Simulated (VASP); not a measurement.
ZnS, 8 atoms in the cell. Symmetry: Cmc2_1, No. 36, orthorhombic system. The conventional cell has a = 3.809 Å, b = 6.597 Å, c = 12.466 Å, α = 90.00°, β = 90.00°, γ = 90.00°. Within 3.1 Å of Zn (site symmetry m) lie 4 S at 2.33 to 2.34 Å. Within 3.1 Å of Zn (site symmetry m) lie 4 S at 2.33 to 2.34 Å. S (site symmetry m) has 4 Zn at 2.33 to 2.34 Å within 3.1 Å. Within 3.1 Å of S (site symmetry m) lie 4 Zn at 2.33 to 2.34 Å.  This cell differs from its parent crystal: mode 4 (57.0 1/cm) frozen in, largest displacement +0.090 Å.

```yaml
Program: VASP 6.6.1
Task: single point
Functional: r2SCAN
Potentials_or_basis: VASP PAW PBE potentials, release 64 (Zn, S)
Cutoff: 520 eV
k_mesh: 6 × 6 × 2
Occupations: gaussian, width 0.05 eV
Spin: no spin polarisation
Dipole_correction: no
Further_INCAR_settings: ALGO = Normal; EDIFF = 1e-06; NBANDS = 46
```

Potentials or basis: VASP PAW PBE potentials, release 64 (Zn, S).

Run with:

```console
$ cat potpaw_PBE.64/Zn/POTCAR potpaw_PBE.64/S/POTCAR > POTCAR
$ cp INCAR.step1 INCAR
$ mpirun -np 1 vasp_std > vasp.out
$ cp INCAR.step2 INCAR
$ mpirun -np 1 vasp_std > vasp.out
```

Hardware: 1 thread of Intel(R) Xeon(R) Platinum 8488C (Sapphire Rapids), on a shared host.

**Question.** Estimate the wall time of this run.

**Answer.** It took 7.5 min on 1 thread of Intel(R) Xeon(R) Platinum 8488C (Sapphire Rapids) (shared host), peak memory 0.37 GiB. Counts: k points 26.
